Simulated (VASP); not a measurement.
Set up this calculation in VASP 6.6.1, as the native input.

```yaml
Task: single point
Functional: LDA
Potentials_or_basis: VASP PAW LDA potentials, release 64 (Cs_sv, Pb_d, Br)
Cutoff: 520 eV
k_mesh: 6 × 6 × 6
Occupations: gaussian, width 0.02 eV
Spin: no spin polarisation
Dipole_correction: no
Further_INCAR_settings: ALGO = Normal; EDIFF = 1e-07; NBANDS = 30
```

The structure of CsPbBr3 lies in POSCAR:

```
CsPbBr3
1.0
    5.7733212316      0.0000000000      0.0000000000
    0.0000000000      5.7733212316      0.0000000000
    0.0000000000      0.0000000000      5.7733212316
Cs Pb Br
1 1 3
Direct
    0.0000000000      0.0000000000      0.0000000000
    0.5000000000      0.5000000000      0.5000000000
    0.0000000000      0.5000000000      0.5000000000
    0.5000000000      0.0000000000      0.5000000000
    0.5000000000      0.5000000000      0.0000000000
```

One way to write it, as run:

INCAR

```
SYSTEM = CsPbBr3
PREC = Accurate
ENCUT = 520
EDIFF = 1E-7
ISMEAR = 0
SIGMA = 0.02
LREAL = .False.
LASPH = .True.
NELM = 60
ALGO = Normal
ISIF = 2
LWAVE = .False.
LCHARG = .False.
NBANDS = 30
```

KPOINTS

```
regular mesh
0
Gamma
  6 6 6
  0 0 0
```

Potentials or basis: VASP PAW LDA potentials, release 64 (Cs_sv, Pb_d, Br).

The run is started by

```console
$ cat potpaw_LDA.64/Cs_sv/POTCAR potpaw_LDA.64/Pb_d/POTCAR potpaw_LDA.64/Br/POTCAR > POTCAR
$ mpirun -np 1 vasp_std > vasp.out
```

It gave:

```json
{
 "Pressure": "0.0 GPa",
 "Band gap on the k mesh": "1.14 eV, direct"
}
```

Caveat: spin-orbit coupling is left out, which moves the levels of the heavy elements.

Wall time 83 s on 1 thread of Intel(R) Xeon(R) Platinum 8488C (Sapphire Rapids), on a shared host, peak memory 0.33 GiB.
